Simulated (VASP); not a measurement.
# Fe: single point with RPBE

Fe:

```
CELL_PARAMETERS angstrom
0.00000 1.80479 1.80479
1.80479 0.00000 1.80479
1.80479 1.80479 0.00000
ATOMIC_POSITIONS crystal
Fe 0.00000 0.00000 0.00000
```

This cell differs from its parent crystal: volume scaled by 1.12.

```
Program                : VASP 6.6.1
Task                   : single point
Functional             : RPBE
Potentials or basis    : VASP PAW PBE potentials, release 64 (Fe)
Cutoff                 : 520 eV
k mesh                 : 17 × 17 × 17
Occupations            : fermi-dirac, width 0.1 eV
Spin                   : no spin polarisation
Dipole correction      : no
Further INCAR settings : ALGO = Normal; EDIFF = 1e-06; NBANDS = 10
```

* Pressure: -22.9 GPa
* Band gap on the k mesh: zero (band 4 reaches 6.47 eV, above the bottom of band 5 at 4.86 eV)

Levels at points of the mesh, in eV from the Fermi level:
```csv
k point,band 1,band 2,band 3,band 4,band 5,band 6,band 7,band 8,band 9
"(0.00, 0.00, 0.00)",-8.05,-1.33,-1.33,-1.33,-0.07,-0.07,22.09,26.68,26.68
```

Wall time 44 s on 1 thread of AMD EPYC 7R13, with other jobs on the host, peak memory 0.11 GiB.

Caveat: the PAW data sets were made with another functional, which shifts forces and pressure a little; the run has no spin polarisation, though such a crystal can be magnetic. Spin polarisation is off, so any magnetic state and its effect on volume and gap are missing.
